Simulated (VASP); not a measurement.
Here is a VASP 6.6.1 calculation.

The input INCAR:

```
ALGO     = Normal         # electronic algorithm
EDIFF    = 1E-7           # SCF threshold, eV
ENCUT    = 520            # plane-wave cutoff, eV
ISIF     = 2              # what is computed and relaxed
ISMEAR   = 0              # smearing method
LASPH    = T              # aspherical terms in the spheres
LCHARG   = T              # write CHGCAR
LELF     = T              # ELF
LREAL    = F              # projectors in reciprocal space
LVHAR    = T            
LWAVE    = F              # write WAVECAR
NBANDS   = 16             # bands
NELM     = 60             # most SCF steps
PREC     = Accurate       # precision mode
SIGMA    = 0.01           # smearing width, eV
```

The input KPOINTS:

```
k-points
0
Gamma
  6 6 4
```

File POSCAR:

```
MgS
1.0
    3.9984351000      0.0000000000      0.0000000000
   -1.9992175500      3.4627462266      0.0000000000
    0.0000000000      0.0000000000      6.3746021568
Mg S
2 2
Direct
    0.6666666667      0.3333333333      0.4957550000
    0.3333333333      0.6666666667      0.9957550000
    0.3333333333      0.6666666667      0.3792440000
    0.6666666667      0.3333333333      0.8792440000
```

Potentials or basis: VASP PAW LDA potentials, release 64 (Mg, S).

Command:

```sh
$ cat potpaw_LDA.64/Mg/POTCAR potpaw_LDA.64/S/POTCAR > POTCAR
$ mpirun -np 1 vasp_std > vasp.out
```

Question: Predict the pressure.

Answer: -0.9 GPa.

Question: Predict the largest force.

Answer: 0.051 eV/Å.

Question: What does it give for the band gap on the k mesh?

Answer: 3.29 eV, direct.

Forces on the atoms (eV/Å):
```
Mg   0.000  0.000  0.051
Mg   0.000  0.000  0.051
S    0.000  0.000 -0.051
S    0.000  0.000 -0.051
```
